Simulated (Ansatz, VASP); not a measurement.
## MoS2: VASP beside Ansatz

```xyz
6
Lattice="3.1690 0.0000 0.0000 -1.5845 2.7444 0.0000 0.0000 0.0000 12.3240" Properties=species:S:1:pos:R:3 pbc="T T T"
Mo    0.0000    1.8296    3.0810
Mo    1.5845    0.9148    9.2430
S     0.0000    1.8296    7.6779
S     1.5845    0.9148    1.5159
S     0.0000    1.8296   10.8081
S     1.5845    0.9148    4.6461
```

Alike in both runs: task single point; functional PBE; k mesh 9 × 9 × 2; no spin polarisation.

|  | VASP | Ansatz |
| --- | --- | --- |
| version | VASP 6.6.1 | Ansatz 0.2.0 |
| potentials or method | VASP PAW PBE potentials, release 64 (Mo_sv, S) | scalar-relativistic, plane waves, PAW |
| plane-wave cutoff (eV) | 500 | 420 |
| occupations | gaussian, width 0.01 eV | fixed |
| valence electrons in the cell | 52 | 52 |

Ansatz gave:

| Property | Result |
| --- | --- |
| gap on the k mesh at the Fermi level (eV) | 0.96 |
| least direct gap on the mesh (eV) | 1.65 |

Problem. What did VASP give for the same quantities?

Solution. gap on the k mesh at the Fermi level (eV): 0.97; least direct gap on the mesh (eV): 1.66.
